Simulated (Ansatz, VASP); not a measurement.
**ZnF2: VASP beside Ansatz**

INCAR

```
SYSTEM = ZnF2
PREC = Accurate
ENCUT = 600
EDIFF = 1E-6
ISMEAR = -1
SIGMA = 0.01
LREAL = .False.
LASPH = .True.
NELM = 120
ALGO = Normal
ISIF = 2
LWAVE = .False.
LCHARG = .False.
GGA = PE
NBANDS = 35
GGA_COMPAT = .False.
```

Contents of KPOINTS:

```
regular mesh
0
Gamma
  4 4 6
  0 0 0
```

The input POSCAR:

```
ZnF2
1.0
    4.7038000000      0.0000000000      0.0000000000
    0.0000000000      4.7038000000      0.0000000000
    0.0000000000      0.0000000000      3.1336000000
Zn F
2 4
Direct
    0.0000000000      0.0000000000      0.0000000000
    0.5000000000      0.5000000000      0.5000000000
    0.3035000000      0.3035000000      0.0000000000
    0.1965000000      0.8035000000      0.5000000000
    0.6965000000      0.6965000000      0.0000000000
    0.8035000000      0.1965000000      0.5000000000
```

Input for Ansatz:

```yaml
crystal:
  lattice:
    - [4.7038, 0.0, 0.0]
    - [0.0, 4.7038, 0.0]
    - [0.0, 0.0, 3.1336]
  atoms:
    - { symbol: Zn, position: [0.0, 0.0, 0.0] }
    - { symbol: Zn, position: [0.5, 0.5, 0.5] }
    - { symbol: F, position: [0.3035, 0.3035, 0.0] }
    - { symbol: F, position: [0.1965, 0.8035, 0.5] }
    - { symbol: F, position: [0.6965, 0.6965, 0.0] }
    - { symbol: F, position: [0.8035, 0.1965, 0.5] }
kpoints:
  mp_grid: { grid: [4, 4, 6] }
  band_path:
    path:
      - [0.0, 0.0, 0.0]
      - [0.0, 0.5, 0.0]
      - [0.5, 0.5, 0.0]
      - [0.0, 0.0, 0.0]
      - [0.0, 0.0, 0.5]
      - [0.0, 0.5, 0.5]
      - [0.5, 0.5, 0.5]
      - [0.0, 0.0, 0.5]
      - [0.0, 0.5, 0.0]
    npoints: 8
scf:
  occupations: { method: fermi_dirac, width: 0.01 }
hamiltonian:
  xc: pbe
  pseudopotentials: { kind: all_electron, lapw: { basis_error: 0.0005 } }
output:
  forces: true
  stress: true
  eigenvalues: true
  populations: true
  dos: { projected: true, de: 0.2, e_range: [-14, 8] }
```

Alike in both runs: task single point; functional PBE; k mesh 4 × 4 × 6; occupations fermi-dirac, width 0.01 eV; no spin polarisation.

```csv
,VASP,Ansatz
version,VASP 6.6.1,Ansatz 0.2.0
potentials or method,"VASP PAW PBE potentials, release 64 (Zn, F), cutoff 600 eV","all-electron LAPW, scalar-relativistic"
```

Ansatz gave:

```
gap on the k mesh at the Fermi level (eV)                     : 3.61
pressure (GPa)                                                : 6.0
traceless stress, the component that is largest in VASP (GPa) : 0.43
rms of the force components (eV/Å)                            : 0.020
```

Task: Estimate VASP's values.

Result: gap on the k mesh at the Fermi level (eV): 3.51; pressure (GPa): 6.7; traceless stress, the component that is largest in VASP (GPa): 0.65; rms of the force components (eV/Å): 0.025.

Atom by atom the forces differ by 0.006 eV/Å (rms over components). Ansatz ran all-electron here, and VASP with PAW potentials.
